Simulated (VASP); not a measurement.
A run of VASP 6.6.1 is set up as follows.

File INCAR:

```
SYSTEM = CoSi2
PREC = Accurate
ENCUT = 520
EDIFF = 1E-6
ISMEAR = 0
SIGMA = 0.1
LREAL = .FALSE.
LASPH = .TRUE.
NELM = 60
ALGO = Normal
ISIF = 2
LWAVE = .FALSE.
LCHARG = .TRUE.
GGA = PE
LELF = .TRUE.
LVHAR = .TRUE.
NBANDS = 16
```

KPOINTS

```
regular mesh
0
G
  14 14 14
  0 0 0
```

File POSCAR:

```
CoSi2
1.0
    0.0000000000      2.5969840005      2.5969840005
    2.5969840005      0.0000000000      2.5969840005
    2.5969840005      2.5969840005      0.0000000000
Co Si
1 2
Direct
    0.0000000000      0.0000000000      0.0000000000
    0.2500000000      0.2500000000      0.2500000000
    0.7500000000      0.7500000000      0.7500000000
```

Potentials or basis: VASP PAW PBE potentials, release 64 (Co, Si).

Command:

```sh
$ cat potpaw_PBE.64/Co/POTCAR potpaw_PBE.64/Si/POTCAR > POTCAR
$ mpirun -np 1 vasp_std > vasp.out
```

Estimate the band gap on the k mesh.

zero (an odd number of electrons rules out a gap without spin polarisation).

Predict the pressure.

20.7 GPa.

Caveat: the cell stands under pressure; the run has no spin polarisation, though such a crystal can be magnetic. Spin polarisation is off, so any magnetic state and its effect on volume and gap are missing.
